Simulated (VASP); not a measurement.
# Si3Ge2Pt: single point with PBE

The system is Si3Ge2Pt.

```
Si Ge Pt
1.0
     2.32576   -3.50285    0.00000
     2.32576    3.50285    0.00000
     0.00000    0.00000    6.82259
Si Ge Pt
3 2 1
Direct
  0.80625 0.19375 0.00000
  0.19375 0.80625 0.00000
  0.00000 0.00000 0.00000
  0.83412 0.83412 0.50000
  0.16588 0.16588 0.50000
  0.50000 0.50000 0.00000
```

- Program: VASP 6.6.1
- Task: single point
- Functional: PBE
- Potentials or basis: VASP PAW PBE potentials, release 64 (Si, Ge_d, Pt_sv_GW)
- Cutoff: 500 eV
- k mesh: 4 × 4 × 4
- Occupations: gaussian, width 0.1 eV
- Spin: no spin polarisation
- Dipole correction: no
- Second run: valence_matched
- Further INCAR settings: ALGO = Normal; EDIFF = 1e-06; NBANDS = 38

| Item | Value |
| --- | --- |
| Pressure | 144.3 GPa |
| Largest force | 67.388 eV/Å |
| Band gap on the k mesh | zero (band 29 reaches 6.62 eV, above the bottom of band 30 at 5.62 eV) |

Forces on the atoms (eV/Å):
```
Si    0.000  67.388   0.000
Si    0.000 -67.388   0.000
Si    0.000   0.000   0.000
Ge  -45.032   0.000   0.000
Ge   45.032   0.000   0.000
Pt    0.000   0.000   0.000
```

Stress tensor (GPa, compression positive):
```
120.17   0.00   0.00
  0.00 309.97   0.00
  0.00   0.00   2.64
```

Levels at points of the mesh, in eV from the Fermi level:
| k point | band 26 | band 27 | band 28 | band 29 | band 30 | band 31 | band 32 | band 33 |
| --- | --- | --- | --- | --- | --- | --- | --- | --- |
| (0.00, 0.00, 0.00) | -1.40 | -0.70 | -0.63 | -0.28 | 0.28 | 1.11 | 1.18 | 3.21 |
| (0.50, 0.00, 0.00) | -1.80 | -1.77 | -0.77 | 0.38 | 1.85 | 2.21 | 2.70 | 4.34 |
| (0.50, 0.50, 0.00) | -2.67 | -2.19 | -0.60 | -0.10 | -0.04 | 0.95 | 3.14 | 3.50 |
| (0.00, 0.00, 0.50) | -1.29 | -1.19 | -0.83 | -0.69 | -0.06 | 1.20 | 1.58 | 3.50 |
| (0.50, 0.00, 0.50) | -1.63 | -1.38 | -1.16 | -0.36 | 2.38 | 2.50 | 3.45 | 3.47 |
| (0.50, 0.50, 0.50) | -2.53 | -1.91 | -1.44 | -0.76 | 0.38 | 0.95 | 3.14 | 4.07 |

Run time: 43 s on 1 thread of Intel(R) Xeon(R) 6975P-C (Granite Rapids), with other jobs on the host, peak memory 0.27 GiB.

Caveat: the k points lie up to 0.41 Å⁻¹ apart; spin-orbit coupling is left out, which moves the levels of the heavy elements; forces of over 1 eV/Å act on the atoms, so gaps and moduli don't describe the material at rest.
